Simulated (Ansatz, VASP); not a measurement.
**TaS2 in VASP and in Ansatz**

```
CELL_PARAMETERS angstrom
3.32752 0.00000 0.00000
-1.66376 2.88172 0.00000
0.00000 0.00000 5.82067
ATOMIC_POSITIONS crystal
Ta 0.00000 0.00000 0.00000
S 0.33333 0.66667 0.25000
S 0.66667 0.33333 0.75000
```

Change from the starting cell: volume scaled by 0.98.

Alike in both runs: task single point; functional PBE; k mesh 9 × 9 × 5; occupations fermi-dirac, width 0.03 eV; no spin polarisation.

|  | VASP | Ansatz |
| --- | --- | --- |
| version | VASP 6.6.1 | Ansatz 0.2.0 |
| potentials or method | VASP PAW PBE potentials, release 64 (Ta_pv, S), cutoff 500 eV | all-electron LAPW, scalar-relativistic |

Ansatz gave:

* pressure (GPa): 12.5
* traceless stress, the component that is largest in VASP (GPa): 3.29
* rms of the force components (eV/Å): 0.752

Question: What did VASP give for the same quantities?

Answer: Pressure (GPa): 12.5; traceless stress, the component that is largest in VASP (GPa): 3.37; rms of the force components (eV/Å): 0.761.

Atom by atom the forces differ by 0.009 eV/Å (rms over components). Ansatz ran all-electron here, and VASP with PAW potentials.

Spin-orbit coupling is off throughout.
